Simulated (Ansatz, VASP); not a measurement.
## Two plane-wave programs on ZrZn4N

```
CELL_PARAMETERS angstrom
4.74694 0.00000 0.00000
-2.37347 4.11097 0.00000
0.00000 0.00000 8.98353
ATOMIC_POSITIONS crystal
Zr 0.00000 0.00000 0.00000
Zn 0.00000 0.00000 0.69893
Zn 0.00000 0.00000 0.30107
Zn 0.33333 0.66667 0.00000
Zn 0.66667 0.33333 0.00000
N 0.00000 0.00000 0.50000
```

Alike in both runs: functional PBE; k mesh 12 × 12 × 4; occupations gaussian, width 0.1 eV; no spin polarisation.

Ansatz relaxed the structure, and its values are those at the end. VASP's run is a single point on that final structure, the one shown.

|  | VASP | Ansatz |
| --- | --- | --- |
| version | VASP 6.6.1 | Ansatz 0.2.0 |
| potentials or method | VASP PAW PBE potentials, release 64 (Zr_sv, Zn, N), cutoff 520 eV | scalar-relativistic, plane waves, PAW |
| valence electrons in the cell | 65 | 65 |

Ansatz gave:

```
gap on the k mesh at the Fermi level (eV) : none
pressure (GPa)                            : 0.0
rms of the force components (eV/Å)        : 0.000
```

Which values does VASP return?

gap on the k mesh at the Fermi level (eV): none; pressure (GPa): 0.2; rms of the force components (eV/Å): 0.038.

A gap of «none» marks a metal or a gap that the smearing closes.
